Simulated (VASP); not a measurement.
Set up this calculation in VASP 6.6.1, as the native input.

```
Task                   : single point
Functional             : r2SCAN
Potentials or basis    : VASP PAW PBE potentials, release 64 (Ti_sv, Al)
Cutoff                 : 520 eV
k mesh                 : 10 × 10 × 4
Occupations            : gaussian, width 0.1 eV
Spin                   : no spin polarisation
Dipole correction      : no
Further INCAR settings : ALGO = Normal; EDIFF = 1e-06; NBANDS = 31
```

The system is TiAl3.

```
Ti Al
1.0
     3.82400    0.00000    0.00000
     0.00000    3.82400    0.00000
     0.00000    0.00000    8.30692
Ti Al
2 6
Direct
  0.00000 0.00000 0.00000
  0.50000 0.50000 0.50000
  0.50000 0.50000 0.00000
  0.00000 0.50000 0.25000
  0.50000 0.00000 0.25000
  0.00000 0.00000 0.50000
  0.50000 0.00000 0.75000
  0.00000 0.50000 0.75000
```

This cell differs from its parent crystal: strain along c alone, the other axes held: -3.0 %.

The input as run:

POSCAR

```
TiAl3
1.0
    3.8240007107      0.0000000000      0.0000000000
    0.0000000000      3.8240007107      0.0000000000
    0.0000000000      0.0000000000      8.3069151731
Ti Al
2 6
Direct
    0.0000000000      0.0000000000      0.0000000000
    0.5000000000      0.5000000000      0.5000000000
    0.5000000000      0.5000000000      0.0000000000
    0.0000000000      0.5000000000      0.2500000000
    0.5000000000      0.0000000000      0.2500000000
    0.0000000000      0.0000000000      0.5000000000
    0.5000000000      0.0000000000      0.7500000000
    0.0000000000      0.5000000000      0.7500000000
```

INCAR.step1

```
SYSTEM = TiAl3
PREC = Accurate ; ENCUT = 520
ISMEAR = 0 ; SIGMA = 0.1
LREAL = .False. ; LASPH = .True.
NELM = 100 ; NBANDS = 31
GGA = PE ; ALGO = Normal
EDIFF = 1E-4 ; LWAVE = .True.
LCHARG = .False.
```

INCAR.step2

```
SYSTEM = TiAl3
PREC = Accurate ; ENCUT = 520
EDIFF = 1E-6 ; ISMEAR = 0
SIGMA = 0.1 ; LREAL = .False.
LASPH = .True. ; NELM = 100
ALGO = Normal ; ISIF = 2
LWAVE = .False. ; LCHARG = .False.
METAGGA = R2SCAN ; LMIXTAU = .True.
NBANDS = 31 ; ISTART = 1
```

KPOINTS

```
Automatic mesh
0
Gamma
  10 10 4
  0 0 0
```

Potentials or basis: VASP PAW PBE potentials, release 64 (Ti_sv, Al).

Command:

```console
$ cat potpaw_PBE.64/Ti_sv/POTCAR potpaw_PBE.64/Al/POTCAR > POTCAR
$ cp INCAR.step1 INCAR
$ mpirun -np 1 vasp_std > vasp.out
$ cp INCAR.step2 INCAR
$ mpirun -np 1 vasp_std > vasp.out
```

Results of the run:

* Pressure: 3.6 GPa
* Band gap on the k mesh: zero (bands 21 and 22 overlap by 2.26 eV)

Caveat: the cell differs from its parent crystal (strain along c alone, the other axes held: -3.0 %); the stress differs along the axes, from 2 to 8 GPa; the PAW data sets were made with another functional, which shifts forces and pressure a little.

Run time: 10 min on 1 thread of AMD EPYC 9R45 96-Core Processor (Zen 5), with other jobs on the host, peak memory 0.32 GiB.
